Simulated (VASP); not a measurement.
# GaAs (F-43m) in VASP: settings compared

GaAs is run at these levels: PBE, LDA; tasks: single point.

All numbers are computed with VASP 6.6.1; they aren't measurements. Logs are shortened: lines on timing, memory, paths and dates and some standing lists are left out, and cuts for length are marked.

### Step 1. The cell of the first run

The structure is cubic, space group F-43m (No. 216). Conventional cell: a = 5.666 Å, b = 5.666 Å, c = 5.666 Å, α = 90.00°, β = 90.00°, γ = 90.00°. Within 3.2 Å of Ga (site symmetry -43m) lie 4 As at 2.45 Å. Within 3.2 Å of As (site symmetry -43m) lie 4 Ga at 2.45 Å.

### Step 2. Single point, PBE

Input file INCAR:

```
SYSTEM = GaAs
PREC     = Accurate       ! precision mode
ENCUT    = 520            ! plane-wave cutoff, eV
EDIFF    = 1E-6           ! SCF threshold, eV
ISMEAR   = 0              ! smearing method
SIGMA    = 0.01           ! smearing width, eV
LREAL    = .False.        ! projectors in reciprocal space
LASPH    = .True.         ! aspherical terms in the spheres
NELM     = 60             ! most SCF steps
ALGO     = Normal         ! electronic algorithm
ISIF     = 2              ! what is computed and relaxed
LWAVE    = .False.        ! write WAVECAR
LCHARG   = .False.        ! write CHGCAR
GGA      = PE             ! functional
NBANDS   = 16             ! bands
```

Input file KPOINTS:

```
regular mesh
0
Gamma
  4 4 4
  0 0 0
```

Input file POSCAR:

```
GaAs
1.0
    0.0000000000      2.8330850941      2.8330850941
    2.8330850941      0.0000000000      2.8330850941
    2.8330850941      2.8330850941      0.0000000000
Ga As
1 1
Direct
    0.0000000000      0.0000000000      0.0000000000
    0.2500000000      0.2500000000      0.2500000000
```

Potentials or basis: VASP PAW PBE potentials, release 64 (Ga_d, As).

Started as:

```console
$ cat potpaw_PBE.64/Ga_d/POTCAR potpaw_PBE.64/As/POTCAR > POTCAR
$ mpirun -np 1 vasp_std > vasp.out
```

OUTCAR:

```text
SYSTEM = GaAs
   PREC = Accurate
   ENCUT = 520
   EDIFF = 1E-6
   ISMEAR = 0
   LREAL = .False.
   LASPH = .True.
   NELM = 60
   ISIF = 2
   GGA = PE

 ion  position               nearest neighbor table
   1  0.000  0.000  0.000-   2 2.45   2 2.45   2 2.45   2 2.45
   2  0.250  0.250  0.250-   1 2.45   1 2.45   1 2.45   1 2.45

  LATTYP: Found a face centered cubic cell.
 ALAT       =     5.6661701882

  Lattice vectors:

 A1 = (   0.0000000000,   2.8330850941,   2.8330850941)
 A2 = (   2.8330850941,   0.0000000000,   2.8330850941)
 A3 = (   2.8330850941,   2.8330850941,   0.0000000000)

Analysis of symmetry for initial positions (statically):
=====================================================================
 Subroutine PRICEL returns:
 Original cell was already a primitive cell.

 Routine SETGRP: Setting up the symmetry group for a
 face centered cubic supercell.

 Subroutine GETGRP returns: Found 24 space group operations
 (whereof 24 operations were pure point group operations)
 out of a pool of 48 trial point group operations.

The static configuration has the point symmetry T_d .

Analysis of symmetry for dynamics (positions and initial velocities):
=====================================================================
 Subroutine PRICEL returns:
 Original cell was already a primitive cell.

 Routine SETGRP: Setting up the symmetry group for a
 face centered cubic supercell.

 Subroutine GETGRP returns: Found 24 space group operations
 (whereof 24 operations were pure point group operations)
 out of a pool of 48 trial point group operations.

The dynamic configuration has the point symmetry T_d .

 Subroutine INISYM returns: Found 24 space group operations
 (whereof 24 operations are pure point group operations),
 and found     1 'primitive' translations

----------------------------------------------------------------------------------------

                                     Primitive cell

  volume of cell :      45.4788

  direct lattice vectors                    reciprocal lattice vectors
     0.000000000  2.833085094  2.833085094    -0.176486051  0.176486051  0.176486051
     2.833085094  0.000000000  2.833085094     0.176486051 -0.176486051  0.176486051
     2.833085094  2.833085094  0.000000000     0.176486051  0.176486051 -0.176486051

  length of vectors
[... 63 lines left out ...]
   ENCUT  =  520.0 eV  38.22 Ry    6.18 a.u.   7.45  7.45  7.45*2*pi/ulx,y,z
   NELM   =     60;   NELMIN=  2; NELMDL= -5     # of ELM steps
   EDIFF  = 0.1E-05   stopping-criterion for ELM
   LREAL  =      F    real-space projection
   EDIFFG = 0.1E-04   stopping-criterion for IOM
   NSW    =      0    number of steps for IOM
   IBRION =     -1    ionic relax: 0-MD 1-quasi-New 2-CG
   NFREE  =      0    steps in history (QN), initial steepest desc. (CG)
   ISIF   =      2    stress and relaxation
   ISYM   =      2    0-nonsym 1-usesym 2-fastsym
   POTIM  = 0.5000    time-step for ionic-motion
   TEBEG  =    0.0;   TEEND  =   0.0 temperature during run
   PSTRESS=    0.0 pullay stress
   NELECT =      18.0000    total number of electrons
   NUPDOWN=      -1.0000    fix difference up-down
   EMIN   =  10.00;   EMAX   =-10.00  energy-range for DOS
   EFERMI =   0.00;   METHOD = LEGACY
   ISMEAR =     0;   SIGMA  =   0.01  broadening in eV -4-tet -1-fermi 0-gaus
   EFERMI_NEDOS =   21; number of points for ismear=-14 and -15
   IALGO  =     38    algorithm
   IMIX   =      4    mixing-type and parameters
     AMIX     =   0.40;   BMIX     =  1.00
     AMIX_MAG =   1.60;   BMIX_MAG =  1.00
  volume/ion in A,a.u.               =      22.74       153.45
  Fermi-wavevector in a.u.,A,eV,Ry     =   1.201977  2.271407 19.656990  1.444748
  Thomas-Fermi vector in A             =   2.337771
   LORBIT       =      0    0 simple, 1 ext, 2 COOP (PROOUT), +10 PAW based schemes
   GGA     = PE    functional components
   LHFCALC =     F    Hartree Fock is set to
   AEXX    =    0.0000 exact exchange contribution
   IVDW    =     0    specifies the selected vdW correction
   LEPSILON=     F    determine dielectric tensor
   LRPA    =     F    only Hartree local field effects (RPA)
 non-spin polarized calculation
 Gauss-broadening in eV      SIGMA  =   0.01
  energy-cutoff  :      520.00
  volume of cell :       45.48
 maximum number of plane-waves:      1243
 NGX is ok and might be reduce to    30
   NGX = 15   NGY = 15   NGZ = 15

 number of electron      17.9999990 magnetization

 Free energy of the ion-electron system (eV)
  ---------------------------------------------------
  ext. energy  EPLUGINS =         0.00000000
  ---------------------------------------------------
  free energy    TOTEN  =        -8.07966099 eV

  energy without entropy =       -8.07966099  energy(sigma->0) =       -8.07966099

 E-fermi :   3.9732     XC(G=0):  -9.5309

 val. band max:        3.9192578702   @ k =   0.0000   0.0000   0.0000
 cond. band min:       4.3782180037   @ k =   0.0000   0.0000   0.0000
 fundamental gap:      0.4589601335
 Fermi energy:         3.9731501846

 k-point     1 :       0.0000    0.0000    0.0000
  band No.  band energies     occupation
      1     -10.9330      2.00000
      2     -10.9330      2.00000
      3     -10.9330      2.00000
      4     -10.8568      2.00000
      5     -10.8568      2.00000
      6      -8.7616      2.00000
[... 129 lines left out ...]
      3     -10.8899      2.00000
      4     -10.8672      2.00000
      5     -10.8528      2.00000
      6      -6.2160      2.00000
[... 8 lines left out ...]
     15      16.0550      0.00000
     16      17.1811      0.00000

------------------------ aborting loop because EDIFF is reached ----------------------------------------

  FORCE on cell =-STRESS in cart. coord.  units (eV):
  Direction    XX          YY          ZZ          XY          YZ          ZX
  --------------------------------------------------------------------------------------
  -------------------------------------------------------------------------------------
  Total        0.9075330      0.9075330      0.9075330      0.0000000      0.0000000      0.0000000
  in kB       31.9715825     31.9715825     31.9715825      0.0000000      0.0000000      0.0000000
  external PRESSURE =      31.9715825 kB  Pullay stress =       0.0000000 kB

 VOLUME and BASIS-vectors are now :
 -----------------------------------------------------------------------------
  energy-cutoff  :      520.00
  volume of cell :       45.48
      direct lattice vectors                 reciprocal lattice vectors
     0.000000000  2.833085094  2.833085094    -0.176486051  0.176486051  0.176486051
     2.833085094  0.000000000  2.833085094     0.176486051 -0.176486051  0.176486051
     2.833085094  2.833085094  0.000000000     0.176486051  0.176486051 -0.176486051

 POSITION                                       TOTAL-FORCE (eV/Angst)
 -----------------------------------------------------------------------------------
      0.00000      0.00000      0.00000        -0.000000     -0.000000      0.000000
      1.41654      1.41654      1.41654         0.000000      0.000000     -0.000000
 -----------------------------------------------------------------------------------
    total drift:                                0.000002      0.000002      0.000002

  FREE ENERGIE OF THE ION-ELECTRON SYSTEM (eV)
  ---------------------------------------------------
  free  energy   TOTEN  =        -8.0796609855 eV

  energy  without entropy=       -8.0796609855  energy(sigma->0) =       -8.07966099
```

stdout:

```text
POSCAR found type information on POSCAR GaAs
 POSCAR found :  2 types and       2 ions
 scaLAPACK will be used
 LDA part: xc-table for (Slater+PW92), standard interpolation
 POSCAR, INCAR and KPOINTS ok, starting setup
 FFT: planning ... GRIDC
 FFT: planning ... GRID_SOFT
 FFT: planning ... GRID
 WAVECAR not read
 entering main loop
```

It took 9.3 s on 1 thread of Intel Xeon 6975P-C (Granite Rapids), shared host; peak memory 0.16 GiB.

Results:

```
Free energy            : -8.0797 eV
Pressure               : 3.2 GPa
Band gap on the k mesh : 0.46 eV
```

Levels at points of the mesh, in eV from the valence-band top:
```csv
k point,band 6,band 7,band 8,band 9,band 10,band 11,band 12,band 13
"(0.00, 0.00, 0.00)",-12.68,0.00,0.00,0.00,0.46,3.69,3.69,3.69
"(0.50, 0.00, 0.00)",-10.93,-6.63,-1.14,-1.14,0.96,4.60,4.60,7.73
"(0.50, 0.50, 0.00)",-10.19,-6.82,-2.67,-2.67,1.45,1.64,10.09,10.09
```

Caveat: the k points lie up to 0.48 Å⁻¹ apart.

### Step 3. Single point, LDA

Input file INCAR:

```
PREC = Accurate
ENCUT = 520
EDIFF = 1E-6
ISMEAR = 0
SIGMA = 0.01
LREAL = False
LASPH = True
NELM = 100
ALGO = Normal
ISIF = 2
LWAVE = False
LCHARG = False
NBANDS = 16
```

Input file KPOINTS:

```
Automatic mesh
0
Gamma
  4 4 4
```

POSCAR is that of step 2.

Potentials or basis: VASP PAW LDA potentials, release 64 (Ga_d, As).

Started as:

```console
$ cat potpaw_LDA.64/Ga_d/POTCAR potpaw_LDA.64/As/POTCAR > POTCAR
$ mpirun -np 1 vasp_std > vasp.out
```

OUTCAR:

```text
PREC = Accurate
   ENCUT = 520
   EDIFF = 1E-6
   ISMEAR = 0
   LREAL = False
   LASPH = True
   NELM = 100
   ISIF = 2

 ion  position               nearest neighbor table
   1  0.000  0.000  0.000-   2 2.45   2 2.45   2 2.45   2 2.45
   2  0.250  0.250  0.250-   1 2.45   1 2.45   1 2.45   1 2.45

  LATTYP: Found a face centered cubic cell.
 ALAT       =     5.6661701882

  Lattice vectors:

 A1 = (   0.0000000000,   2.8330850941,   2.8330850941)
 A2 = (   2.8330850941,   0.0000000000,   2.8330850941)
 A3 = (   2.8330850941,   2.8330850941,   0.0000000000)

Analysis of symmetry for initial positions (statically):
=====================================================================
 Subroutine PRICEL returns:
 Original cell was already a primitive cell.

 Routine SETGRP: Setting up the symmetry group for a
 face centered cubic supercell.

 Subroutine GETGRP returns: Found 24 space group operations
 (whereof 24 operations were pure point group operations)
 out of a pool of 48 trial point group operations.

The static configuration has the point symmetry T_d .

Analysis of symmetry for dynamics (positions and initial velocities):
[... 143 lines left out ...]
 E-fermi :   3.8429     XC(G=0):  -9.8679

 val. band max:        3.7909785425   @ k =   0.0000   0.0000   0.0000
 cond. band min:       4.0531384946   @ k =   0.0000   0.0000   0.0000
 fundamental gap:      0.2621599522
 Fermi energy:         3.8429276354

 k-point     1 :       0.0000    0.0000    0.0000
  band No.  band energies     occupation
      1     -11.1889      2.00000
      2     -11.1889      2.00000
      3     -11.1889      2.00000
      4     -11.1140      2.00000
      5     -11.1140      2.00000
      6      -8.9324      2.00000
[... 129 lines left out ...]
      3     -11.1465      2.00000
      4     -11.1245      2.00000
      5     -11.1101      2.00000
      6      -6.3844      2.00000
[... 8 lines left out ...]
     15      15.8597      0.00000
     16      16.9253      0.00000

------------------------ aborting loop because EDIFF is reached ----------------------------------------

  FORCE on cell =-STRESS in cart. coord.  units (eV):
  Direction    XX          YY          ZZ          XY          YZ          ZX
  --------------------------------------------------------------------------------------
  -------------------------------------------------------------------------------------
  Total       -0.5207511     -0.5207511     -0.5207511     -0.0000000     -0.0000000     -0.0000000
  in kB      -18.3455985    -18.3455985    -18.3455985     -0.0000000     -0.0000000     -0.0000000
  external PRESSURE =     -18.3455985 kB  Pullay stress =       0.0000000 kB

 VOLUME and BASIS-vectors are now :
 -----------------------------------------------------------------------------
  energy-cutoff  :      520.00
  volume of cell :       45.48
      direct lattice vectors                 reciprocal lattice vectors
     0.000000000  2.833085094  2.833085094    -0.176486051  0.176486051  0.176486051
     2.833085094  0.000000000  2.833085094     0.176486051 -0.176486051  0.176486051
     2.833085094  2.833085094  0.000000000     0.176486051  0.176486051 -0.176486051

 POSITION                                       TOTAL-FORCE (eV/Angst)
 -----------------------------------------------------------------------------------
      0.00000      0.00000      0.00000         0.000000      0.000000      0.000000
      1.41654      1.41654      1.41654        -0.000000     -0.000000     -0.000000
 -----------------------------------------------------------------------------------
    total drift:                               -0.000000     -0.000000     -0.000000

  FREE ENERGIE OF THE ION-ELECTRON SYSTEM (eV)
  ---------------------------------------------------
  free  energy   TOTEN  =        -9.4430254052 eV

  energy  without entropy=       -9.4430254052  energy(sigma->0) =       -9.44302541
```

Wall time 6.7 s (1 thread of Intel Xeon 6975P-C (Granite Rapids), shared host); peak memory 0.14 GiB.

Results:

- Free energy: -9.4430 eV
- Pressure: -1.8 GPa
- Band gap on the k mesh: 0.26 eV

Caveat: the k points lie up to 0.48 Å⁻¹ apart.
